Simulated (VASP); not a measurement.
# AlAs (F-43m) in VASP: a series of runs

AlAs is run at these levels: PBE; tasks: single point, relaxation of cell and atoms.

Everything below comes from runs of VASP 6.6.1. Logs are shortened: lines on timing, memory, paths and dates and some standing lists are left out, and cuts for length are marked.

### Step 1. The cell of the first run

Symmetry: F-43m, No. 216, cubic system. Conventional cell: a = 5.661 Å, b = 5.661 Å, c = 5.661 Å, α = 90.00°, β = 90.00°, γ = 90.00°. Within 3.2 Å of Al (site symmetry -43m) lie 4 As at 2.45 Å. As (site symmetry -43m) has 4 Al at 2.45 Å within 3.2 Å.

### Step 2. Single point, PBE

Input file INCAR:

```
PREC = Accurate ; ENCUT = 500
EDIFF = 1E-6 ; ISMEAR = 0
SIGMA = 0.1 ; LREAL = F
LASPH = T ; NELM = 120
ALGO = Normal ; ISIF = 2
LWAVE = F ; LCHARG = F
GGA = PE ; NBANDS = 11
GGA_COMPAT = F
```

Input file KPOINTS:

```
regular mesh
0
Gamma
  6 6 6
```

Input file POSCAR:

```
AlAs
1.0
    0.0000000000      2.8303999900      2.8303999900
    2.8303999900      0.0000000000      2.8303999900
    2.8303999900      2.8303999900      0.0000000000
Al As
1 1
Direct
    0.0000000000      0.0000000000      0.0000000000
    0.2500000000      0.2500000000      0.2500000000
```

Potentials or basis: VASP PAW PBE potentials, release 64 (Al, As).

The run is started by

```console
$ cat potpaw_PBE.64/Al/POTCAR potpaw_PBE.64/As/POTCAR > POTCAR
$ mpirun -np 1 vasp_std > vasp.out
```

OUTCAR:

```text
PREC = Accurate
   ENCUT = 500
   EDIFF = 1E-6
   ISMEAR = 0
   LREAL = F
   LASPH = T
   NELM = 120
   ISIF = 2
   GGA = PE

 ion  position               nearest neighbor table
   1  0.000  0.000  0.000-   2 2.45   2 2.45   2 2.45   2 2.45
   2  0.250  0.250  0.250-   1 2.45   1 2.45   1 2.45   1 2.45

  LATTYP: Found a face centered cubic cell.
 ALAT       =     5.6607999800

  Lattice vectors:

 A1 = (   0.0000000000,   2.8303999900,   2.8303999900)
 A2 = (   2.8303999900,   0.0000000000,   2.8303999900)
 A3 = (   2.8303999900,   2.8303999900,   0.0000000000)

Analysis of symmetry for initial positions (statically):
=====================================================================
 Subroutine PRICEL returns:
 Original cell was already a primitive cell.

 Routine SETGRP: Setting up the symmetry group for a
 face centered cubic supercell.

 Subroutine GETGRP returns: Found 24 space group operations
 (whereof 24 operations were pure point group operations)
 out of a pool of 48 trial point group operations.

The static configuration has the point symmetry T_d .

Analysis of symmetry for dynamics (positions and initial velocities):
=====================================================================
 Subroutine PRICEL returns:
 Original cell was already a primitive cell.

 Routine SETGRP: Setting up the symmetry group for a
 face centered cubic supercell.

 Subroutine GETGRP returns: Found 24 space group operations
 (whereof 24 operations were pure point group operations)
 out of a pool of 48 trial point group operations.

The dynamic configuration has the point symmetry T_d .

 Subroutine INISYM returns: Found 24 space group operations
 (whereof 24 operations are pure point group operations),
 and found     1 'primitive' translations

----------------------------------------------------------------------------------------

                                     Primitive cell

  volume of cell :      45.3496

  direct lattice vectors                    reciprocal lattice vectors
     0.000000000  2.830399990  2.830399990    -0.176653477  0.176653477  0.176653477
     2.830399990  0.000000000  2.830399990     0.176653477 -0.176653477  0.176653477
     2.830399990  2.830399990  0.000000000     0.176653477  0.176653477 -0.176653477

  length of vectors
     4.002790053  4.002790053  4.002790053     0.305972798  0.305972798  0.305972798

  position of ions in fractional coordinates (direct lattice)
     0.000000000  0.000000000  0.000000000
     0.250000000  0.250000000  0.250000000

  ion indices of the primitive-cell ions
   primitive index   ion index
                 1           1
                 2           2
[... 74 lines left out ...]
   NELECT =       8.0000    total number of electrons
   NUPDOWN=      -1.0000    fix difference up-down
   EMIN   =  10.00;   EMAX   =-10.00  energy-range for DOS
   EFERMI =   0.00;   METHOD = LEGACY
   ISMEAR =     0;   SIGMA  =   0.10  broadening in eV -4-tet -1-fermi 0-gaus
   EFERMI_NEDOS =   21; number of points for ismear=-14 and -15
   IALGO  =     38    algorithm
   IMIX   =      4    mixing-type and parameters
     AMIX     =   0.40;   BMIX     =  1.00
     AMIX_MAG =   1.60;   BMIX_MAG =  1.00
  volume/ion in A,a.u.               =      22.67       153.02
  Fermi-wavevector in a.u.,A,eV,Ry     =   0.918150  1.735052 11.469706  0.843000
  Thomas-Fermi vector in A             =   2.043199
   LORBIT       =      0    0 simple, 1 ext, 2 COOP (PROOUT), +10 PAW based schemes
   GGA     = PE    functional components
   LHFCALC =     F    Hartree Fock is set to
   AEXX    =    0.0000 exact exchange contribution
   IVDW    =     0    specifies the selected vdW correction
   LEPSILON=     F    determine dielectric tensor
   LRPA    =     F    only Hartree local field effects (RPA)
 non-spin polarized calculation
 Gauss-broadening in eV      SIGMA  =   0.10
  energy-cutoff  :      500.00
  volume of cell :       45.35
 maximum number of plane-waves:      1167
 NGX is ok and might be reduce to    30
   NGX = 15   NGY = 15   NGZ = 15

 number of electron       8.0000000 magnetization

 Free energy of the ion-electron system (eV)
  ---------------------------------------------------
  ext. energy  EPLUGINS =         0.00000000
  ---------------------------------------------------
  free energy    TOTEN  =        -9.36289678 eV

  energy without entropy =       -9.36289678  energy(sigma->0) =       -9.36289678

 E-fermi :   4.3568     XC(G=0):  -9.0390

 val. band max:        3.8946798988   @ k =   0.0000   0.0000   0.0000
 cond. band min:       5.3260494871   @ k =   0.5000   0.5000   0.0000
 fundamental gap:      1.4313695883
 Fermi energy:         4.3568284142

 k-point     1 :       0.0000    0.0000    0.0000
  band No.  band energies     occupation
      1      -7.9702      2.00000
      2       3.8947      2.00000
      3       3.8947      2.00000
      4       3.8947      2.00000
      5       5.9549      0.00000
      6       8.1781      0.00000
      7       8.1781      0.00000
      8       8.1781      0.00000
      9      12.7632      0.00000
     10      12.9027      0.00000
     11      12.9027      0.00000
[... 197 lines left out ...]
 k-point    16 :      -0.3333    0.5000    0.1667
  band No.  band energies     occupation
      1      -5.9726      2.00000
      2      -1.3028      2.00000
      3       0.9569      2.00000
      4       1.2032      2.00000
      5       7.0634      0.00000
      6       8.0064      0.00000
      7      11.0181      0.00000
      8      11.7182      0.00000
      9      14.4878      0.00000
     10      16.1881      0.00000
     11      16.4652      0.00000

------------------------ aborting loop because EDIFF is reached ----------------------------------------

  FORCE on cell =-STRESS in cart. coord.  units (eV):
  Direction    XX          YY          ZZ          XY          YZ          ZX
  --------------------------------------------------------------------------------------
  -------------------------------------------------------------------------------------
  Total        0.7896224      0.7896224      0.7896224      0.0000000      0.0000000     -0.0000000
  in kB       27.8969411     27.8969411     27.8969411      0.0000000      0.0000000     -0.0000000
  external PRESSURE =      27.8969411 kB  Pullay stress =       0.0000000 kB

 VOLUME and BASIS-vectors are now :
 -----------------------------------------------------------------------------
  energy-cutoff  :      500.00
  volume of cell :       45.35
      direct lattice vectors                 reciprocal lattice vectors
     0.000000000  2.830399990  2.830399990    -0.176653477  0.176653477  0.176653477
     2.830399990  0.000000000  2.830399990     0.176653477 -0.176653477  0.176653477
     2.830399990  2.830399990  0.000000000     0.176653477  0.176653477 -0.176653477

 POSITION                                       TOTAL-FORCE (eV/Angst)
 -----------------------------------------------------------------------------------
      0.00000      0.00000      0.00000         0.000000      0.000000      0.000000
      1.41520      1.41520      1.41520        -0.000000     -0.000000     -0.000000
 -----------------------------------------------------------------------------------
    total drift:                               -0.000000     -0.000000     -0.000000

  FREE ENERGIE OF THE ION-ELECTRON SYSTEM (eV)
  ---------------------------------------------------
  free  energy   TOTEN  =        -9.3628967826 eV

  energy  without entropy=       -9.3628967826  energy(sigma->0) =       -9.36289678
```

OSZICAR:

```text
N       E                     dE             d eps       ncg     rms          rms(c)
DAV:   1     0.132133985776E+02    0.13213E+02   -0.27569E+03   352   0.509E+02
DAV:   2    -0.865385549267E+01   -0.21867E+02   -0.21102E+02   434   0.909E+01
DAV:   3    -0.958195272522E+01   -0.92810E+00   -0.92698E+00   437   0.175E+01
DAV:   4    -0.958865039425E+01   -0.66977E-02   -0.66969E-02   414   0.184E+00
DAV:   5    -0.958876670409E+01   -0.11631E-03   -0.11631E-03   454   0.230E-01    0.323E+00
DAV:   6    -0.939608135528E+01    0.19269E+00   -0.33653E-01   382   0.211E+00    0.188E+00
DAV:   7    -0.936199792837E+01    0.34083E-01   -0.17068E-01   397   0.163E+00    0.682E-01
DAV:   8    -0.936264154826E+01   -0.64362E-03   -0.11319E-02   397   0.501E-01    0.108E-01
DAV:   9    -0.936275939465E+01   -0.11785E-03   -0.40526E-04   418   0.116E-01    0.611E-02
DAV:  10    -0.936289303925E+01   -0.13364E-03   -0.17801E-04   390   0.712E-02    0.691E-03
DAV:  11    -0.936289688669E+01   -0.38474E-05   -0.19899E-05   423   0.193E-02    0.601E-03
DAV:  12    -0.936289678256E+01    0.10413E-06   -0.19800E-06   397   0.681E-03
   1 F= -.93628968E+01 E0= -.93628968E+01  d E =-.415310E-12
```

stdout:

```text
POSCAR found type information on POSCAR AlAs
 POSCAR found :  2 types and       2 ions
 scaLAPACK will be used
 LDA part: xc-table for (Slater+PW92), standard interpolation
 POSCAR, INCAR and KPOINTS ok, starting setup
 FFT: planning ... GRIDC
 FFT: planning ... GRID_SOFT
 FFT: planning ... GRID
 WAVECAR not read
 entering main loop
```

Wall time 11 s (1 thread of Intel Xeon Platinum 8375C at 2.90GHz (Ice Lake), shared host); peak memory 0.16 GiB.

What came out:

```
Free energy            : -9.3629 eV
Pressure               : 2.8 GPa
Band gap on the k mesh : 1.43 eV (least direct gap 2.06 eV)
```

Levels at points of the mesh, in eV from the valence-band top:
| k point | band 1 | band 2 | band 3 | band 4 | band 5 | band 6 | band 7 | band 8 | band 9 |
| --- | --- | --- | --- | --- | --- | --- | --- | --- | --- |
| (0.00, 0.00, 0.00) | -11.86 | 0.00 | 0.00 | 0.00 | 2.06 | 4.28 | 4.28 | 4.28 | 8.87 |
| (0.50, 0.00, 0.00) | -10.44 | -5.57 | -0.83 | -0.83 | 2.14 | 4.68 | 4.68 | 7.75 | 11.20 |
| (0.50, 0.50, 0.00) | -9.89 | -5.43 | -2.18 | -2.18 | 1.43 | 2.29 | 10.33 | 10.33 | 11.78 |

### Step 3. Single point, PBE

This run uses another cell than the first one, of 23.49 Å³/atom.

Input file INCAR:

```
SYSTEM = AlAs
PREC     = Accurate       ! precision mode
ENCUT    = 500            ! plane-wave cutoff, eV
EDIFF    = 1E-6           ! SCF threshold, eV
ISMEAR   = 0              ! smearing method
SIGMA    = 0.02           ! smearing width, eV
LREAL    = .FALSE.        ! projectors in reciprocal space
LASPH    = .TRUE.         ! aspherical terms in the spheres
NELM     = 120            ! most SCF steps
ALGO     = Normal         ! electronic algorithm
ISIF     = 2              ! what is computed and relaxed
LWAVE    = .FALSE.        ! write WAVECAR
LCHARG   = .TRUE.         ! write CHGCAR
GGA      = PE             ! functional
LELF     = .TRUE.         ! ELF
LVHAR    = .TRUE.       
NBANDS   = 11             ! bands
GGA_COMPAT= .FALSE.
```

Input file KPOINTS:

```
Automatic mesh
0
G
  8 8 8
  0 0 0
```

Input file POSCAR:

```
AlAs
1.0
    0.0000000000      2.8638066092      2.8638066092
    2.8638066092      0.0000000000      2.8638066092
    2.8638066092      2.8638066092      0.0000000000
Al As
1 1
Direct
    0.0000000000      0.0000000000      0.0000000000
    0.2500000000      0.2500000000      0.2500000000
```

Potentials or basis: VASP PAW PBE potentials, release 64 (Al, As).

The run is started by

```console
$ cat potpaw_PBE.64/Al/POTCAR potpaw_PBE.64/As/POTCAR > POTCAR
$ mpirun -np 1 vasp_std > vasp.out
```

It took 25 s on 1 thread of Intel Xeon Platinum 8375C at 2.90GHz (Ice Lake), shared host; peak memory 0.17 GiB.

It converged, with:

```
Free energy            : -9.3880 eV
Pressure               : 0.2 GPa
Band gap on the k mesh : 1.49 eV (least direct gap 1.78 eV)
```

Levels at points of the mesh, in eV from the valence-band top:
| k point | band 2 | band 3 | band 4 | band 5 | band 6 | band 7 |
| --- | --- | --- | --- | --- | --- | --- |
| (0.00, 0.00, 0.00) | 0.00 | 0.00 | 0.00 | 1.78 | 4.23 | 4.23 |
| (0.50, 0.00, 0.00) | -5.42 | -0.80 | -0.80 | 2.01 | 4.65 | 4.65 |
| (0.50, 0.50, 0.00) | -5.31 | -2.10 | -2.10 | 1.49 | 2.29 | 10.06 |

A k mesh can miss the band edges. As with any semilocal functional, this PBE gap is likely too small.

### Step 4. Single point, PBE

This run uses another cell than the first one, of 23.49 Å³/atom.

Input file INCAR:

```
PREC     = Accurate       # precision mode
ENCUT    = 500            # plane-wave cutoff, eV
EDIFF    = 1E-6           # SCF threshold, eV
ISMEAR   = 0              # smearing method
SIGMA    = 0.02           # smearing width, eV
LREAL    = False          # projectors in reciprocal space
LASPH    = True           # aspherical terms in the spheres
NELM     = 120            # most SCF steps
ALGO     = Normal         # electronic algorithm
ISIF     = 2              # what is computed and relaxed
LWAVE    = False          # write WAVECAR
LCHARG   = False          # write CHGCAR
GGA      = PE             # functional
NBANDS   = 11             # bands
GGA_COMPAT= False
```

Input file KPOINTS:

```
regular mesh
0
Gamma
  8 8 8
```

POSCAR is that of step 3.

Potentials or basis: VASP PAW PBE potentials, release 64 (Al, As).

The run is started by

```console
$ cat potpaw_PBE.64/Al/POTCAR potpaw_PBE.64/As/POTCAR > POTCAR
$ mpirun -np 1 vasp_std > vasp.out
```

OUTCAR:

```text
PREC = Accurate
   ENCUT = 500
   EDIFF = 1E-6
   ISMEAR = 0
   LREAL = False
   LASPH = True
   NELM = 120
   ISIF = 2
   GGA = PE

 ion  position               nearest neighbor table
   1  0.000  0.000  0.000-   2 2.48   2 2.48   2 2.48   2 2.48
   2  0.250  0.250  0.250-   1 2.48   1 2.48   1 2.48   1 2.48

  LATTYP: Found a face centered cubic cell.
 ALAT       =     5.7276132184

  Lattice vectors:

 A1 = (   0.0000000000,   2.8638066092,   2.8638066092)
 A2 = (   2.8638066092,   0.0000000000,   2.8638066092)
[... 514 lines left out ...]
      7      10.1347      0.00000
      8      11.0985      0.00000
      9      11.8146      0.00000
     10      14.4589      0.00000
     11      15.6800      0.00000

 [... further k-points ...]
[... 5 lines left out ...]
  --------------------------------------------------------------------------------------
  -------------------------------------------------------------------------------------
  Total        0.0544528      0.0544528      0.0544528      0.0000000      0.0000000      0.0000000
  in kB        1.8572488      1.8572488      1.8572488      0.0000000      0.0000000      0.0000000
  external PRESSURE =       1.8572488 kB  Pullay stress =       0.0000000 kB

 VOLUME and BASIS-vectors are now :
 -----------------------------------------------------------------------------
  energy-cutoff  :      500.00
  volume of cell :       46.97
      direct lattice vectors                 reciprocal lattice vectors
     0.000000000  2.863806609  2.863806609    -0.174592795  0.174592795  0.174592795
     2.863806609  0.000000000  2.863806609     0.174592795 -0.174592795  0.174592795
     2.863806609  2.863806609  0.000000000     0.174592795  0.174592795 -0.174592795

 POSITION                                       TOTAL-FORCE (eV/Angst)
 -----------------------------------------------------------------------------------
      0.00000      0.00000      0.00000         0.000000      0.000000      0.000000
      1.43190      1.43190      1.43190        -0.000000     -0.000000     -0.000000
 -----------------------------------------------------------------------------------
    total drift:                               -0.000000     -0.000000     -0.000000

  FREE ENERGIE OF THE ION-ELECTRON SYSTEM (eV)
  ---------------------------------------------------
  free  energy   TOTEN  =        -9.3879759600 eV

  energy  without entropy=       -9.3879759600  energy(sigma->0) =       -9.38797596
```

OSZICAR:

```text
N       E                     dE             d eps       ncg     rms          rms(c)
DAV:   1     0.145704719039E+02    0.14570E+02   -0.29853E+03   638   0.528E+02
DAV:   2    -0.853262859569E+01   -0.23103E+02   -0.22030E+02   821   0.891E+01
DAV:   3    -0.959409304687E+01   -0.10615E+01   -0.10600E+01   794   0.183E+01
DAV:   4    -0.960273376621E+01   -0.86407E-02   -0.86399E-02   772   0.203E+00
DAV:   5    -0.960289080632E+01   -0.15704E-03   -0.15704E-03   763   0.263E-01    0.312E+00
DAV:   6    -0.941738949180E+01    0.18550E+00   -0.34368E-01   704   0.209E+00    0.180E+00
DAV:   7    -0.938710689816E+01    0.30283E-01   -0.16132E-01   722   0.156E+00    0.672E-01
DAV:   8    -0.938772079650E+01   -0.61390E-03   -0.11104E-02   704   0.487E-01    0.112E-01
DAV:   9    -0.938782753701E+01   -0.10674E-03   -0.41987E-04   764   0.115E-01    0.634E-02
DAV:  10    -0.938797239931E+01   -0.14486E-03   -0.19896E-04   705   0.746E-02    0.760E-03
DAV:  11    -0.938797591473E+01   -0.35154E-05   -0.22150E-05   763   0.196E-02    0.562E-03
DAV:  12    -0.938797595998E+01   -0.45247E-07   -0.20131E-06   722   0.701E-03
   1 F= -.93879760E+01 E0= -.93879760E+01  d E =-.586059E-11
```

stdout:

```text
POSCAR found type information on POSCAR AlAs
 POSCAR found :  2 types and       2 ions
 scaLAPACK will be used
 LDA part: xc-table for (Slater+PW92), standard interpolation
 POSCAR, INCAR and KPOINTS ok, starting setup
 FFT: planning ... GRIDC
 FFT: planning ... GRID_SOFT
 FFT: planning ... GRID
 WAVECAR not read
 entering main loop
```

Run time: 23 s. Hardware: 1 thread of Intel Xeon Platinum 8375C at 2.90GHz (Ice Lake), shared host; peak memory 0.16 GiB.

What came out:

| Property | Result |
| --- | --- |
| Free energy | -9.3880 eV |
| Pressure | 0.2 GPa |
| Band gap on the k mesh | 1.49 eV (least direct gap 1.78 eV) |

Levels at points of the mesh, in eV from the valence-band top:
| k point | band 2 | band 3 | band 4 | band 5 | band 6 | band 7 |
| --- | --- | --- | --- | --- | --- | --- |
| (0.00, 0.00, 0.00) | 0.00 | 0.00 | 0.00 | 1.78 | 4.23 | 4.23 |
| (0.50, 0.00, 0.00) | -5.42 | -0.80 | -0.80 | 2.01 | 4.65 | 4.65 |
| (0.50, 0.50, 0.00) | -5.31 | -2.10 | -2.10 | 1.49 | 2.29 | 10.06 |

[end of part 1 of 2]
